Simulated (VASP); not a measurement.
Runs of VASP 6.6.1 on CsCl. The structure is that of space group Pm-3m (No. 221), or close to it. The cells are those of the table. 

```tsv
task	level	potentials or basis	spin	cell	k mesh	cutoff (eV)	smearing	grid for exact exchange (PRECFOCK)	share of exact exchange	screening parameter	gap on the mesh (eV)	pressure (GPa)	relaxed volume (Å³/atom)
single point	PBE	VASP PAW PBE potentials, release 64 (Cs_sv, Cl)	non-collinear, zero start, SOC	a = 4.137 Å, 2 atoms	6 × 6 × 6	500	gaussian 0.01 eV	-	-	-	-	0.8	-
single point	HSE06	VASP PAW PBE potentials, release 64 (Cs_sv, Cl)	off	a = 4.137 Å, 2 atoms	4 × 4 × 4	400	gaussian 0.01 eV	Normal	0.25	0.2079 1/Å	(c)	(a)	-
single point	PBEsol	VASP PAW PBE potentials, release 64 (Cs_sv, Cl)	off	a = 4.071 Å, 2 atoms	6 × 6 × 6	500	fermi-dirac 0.02 eV	-	-	-	5.22	0.0	-
relaxation of cell and atoms	PBEsol	VASP PAW PBE potentials, release 64 (Cs_sv, Cl)	off	relaxed from a = 4.203 Å, 2 atoms	6 × 6 × 6	500	fermi-dirac 0.02 eV	-	-	-	5.22	0.0	33.75
single point	PBE	VASP PAW PBE potentials, release 64 (Cs_sv, Cl)	off	a = 4.203 Å, 2 atoms	6 × 6 × 6	500	fermi-dirac 0.02 eV	-	-	-	5.01	0.0	-
single point	r2SCAN	VASP PAW PBE potentials, release 64 (Cs_sv, Cl)	off	a = 4.137 Å, 2 atoms	6 × 6 × 6	550	fermi-dirac 0.02 eV	-	-	-	5.91	0.1	-
relaxation of cell and atoms	LDA	VASP PAW LDA potentials, release 64 (Cs_sv, Cl)	off	relaxed from a = 4.203 Å, 2 atoms	6 × 6 × 6	500	fermi-dirac 0.02 eV	-	-	-	4.98	0.0	31.44
single point	HSE06	VASP PAW PBE potentials, release 64 (Cs_sv, Cl)	off	a = 4.175 Å, 2 atoms	4 × 4 × 4	400	fermi-dirac 0.02 eV	Normal	0.25	0.2079 1/Å	(b)	0.0	-
```

**Question.** Fill in the values left out.

**Answer.** (a) 0.5; (b) 6.40; (c) 6.53.

Caveats: spin-orbit coupling is left out, which moves the levels of the heavy elements (at least some runs); the PAW data sets were made with another functional, which shifts forces and pressure a little (at least some runs); the volume moved by over 15 % at a fixed basis, so the end points are rough (at least some runs).

A k mesh can miss the band edges, and rows without SOC leave out spin-orbit coupling on Cs.
